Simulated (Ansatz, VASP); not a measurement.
**HfO2 in VASP and in Ansatz**

Contents of INCAR:

```
PREC = Accurate
ENCUT = 520
EDIFF = 1E-6
ISMEAR = 0
SIGMA = 0.05
LREAL = False
LASPH = True
NELM = 60
ALGO = Normal
ISIF = 2
LWAVE = False
LCHARG = False
GGA = PS
NBANDS = 31
```

The input KPOINTS:

```
regular mesh
0
Gamma
  6 6 6
```

Contents of POSCAR:

```
HfO2
1.0
    0.0000000000     -2.5220673945     -2.5220673945
    0.0000000000      2.5220673945     -2.5220673945
    5.0441347890      0.0000000000      0.0000000000
Hf O
2 4
Direct
    0.0191906053     -0.0191906053      0.0000000000
    0.4808093947      0.5191906053      0.5000000000
   -0.0007634237      0.4992365763      0.7019441866
    0.5007634237      0.0007634237      0.2980558134
   -0.0007634237      0.4992365763      0.2019441866
    0.5007634237      0.0007634237      0.7980558134
```

Input for Ansatz:

```yaml
crystal:
  lattice:
    - [0.0, -2.5220673945, -2.5220673945]
    - [0.0, 2.5220673945, -2.5220673945]
    - [5.044134789, 0.0, 0.0]
  atoms:
    - { symbol: Hf, position: [0.0191906053, -0.0191906053, 0.0] }
    - { symbol: Hf, position: [0.4808093947, 0.5191906053, 0.5] }
    - { symbol: O, position: [-0.0007634237, 0.4992365763, 0.7019441866] }
    - { symbol: O, position: [0.5007634237, 0.0007634237, 0.2980558134] }
    - { symbol: O, position: [-0.0007634237, 0.4992365763, 0.2019441866] }
    - { symbol: O, position: [0.5007634237, 0.0007634237, 0.7980558134] }
basis:
  ecutwfc: 520.0
kpoints:
  mp_grid: { grid: [6, 6, 6] }
hamiltonian:
  xc: pbesol
  pseudopotentials: { kind: paw, azcp: { folder: soft_1 } }
scf:
  occupations: { method: gaussian, width: 0.05 }
output:
  forces: true
  stress: true
  eigenvalues: true
```

Change from the starting cell: mode 1 frozen in at -0.242 Å and mode 5 at -0.097 Å (largest displacements).

Alike in both runs: task single point; functional PBEsol; k mesh 6 × 6 × 6; occupations gaussian, width 0.05 eV; no spin polarisation.

|  | VASP | Ansatz |
| --- | --- | --- |
| version | VASP 6.6.1 | Ansatz 0.2.0 |
| potentials or method | VASP PAW PBE potentials, release 64 (Hf_pv, O), cutoff 520 eV | scalar-relativistic, plane waves, PAW |
| valence electrons in the cell | 44 | 76 |

```csv
,VASP,Ansatz,Ansatz less VASP
gap on the k mesh at the Fermi level (eV),4.43,4.46,+0.028
least direct gap on the mesh (eV),4.51,4.52,+0.017
pressure (GPa),3.4,6.9,+3.46
"traceless stress, the component that is largest in VASP (GPa)",6.22,6.16,-0.056
rms of the force components (eV/Å),0.481,0.483,+0.0018
```

VASP's potentials were made for PBE, not for PBEsol, and Ansatz warns of the same on its side. Atom by atom the forces differ by 0.016 eV/Å (rms over components). VASP's potentials hold 44 valence electrons a cell and Ansatz's 76, so a difference there can come from the potentials and not from the codes.

Neither program's run includes spin-orbit coupling.
